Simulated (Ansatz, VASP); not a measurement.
CoSi2 in VASP and in Ansatz

```xyz
3
Lattice="0.0000 2.6957 2.6957 2.6957 0.0000 2.6957 2.6957 2.6957 0.0000" Properties=species:S:1:pos:R:3 pbc="T T T"
Co    0.0000    0.0000    0.0000
Si    4.0436    4.0436    4.0436
Si    1.3479    1.3479    1.3479
```

Alike in both runs: task single point; functional BLYP; dispersion D4; k mesh 9 × 9 × 9; occupations tetrahedron; collinear spin; fixed moment 4 μB.

```csv
,VASP,Ansatz
version,VASP 6.6.1,Ansatz 0.2.0
potentials or method,"VASP PAW PBE potentials, release 64 (Co, Si)",Ansatz PAW
plane-wave cutoff (eV),520,420
valence electrons in the cell,17,25
```

|  | VASP | Ansatz | Ansatz less VASP |
| --- | --- | --- | --- |
| net moment per atom (μB) | 1.33 | 1.33 | 0.000 |
| size of the moment on the site where the two differ most (μB) | 2.28 | 2.15 | -0.134 |

VASP's potentials were made for PBE, not for BLYP. Site moments also hang on the region over which each program counts them. VASP's potentials hold 17 valence electrons a cell and Ansatz's 25, so a difference there can come from the potentials and not from the codes.
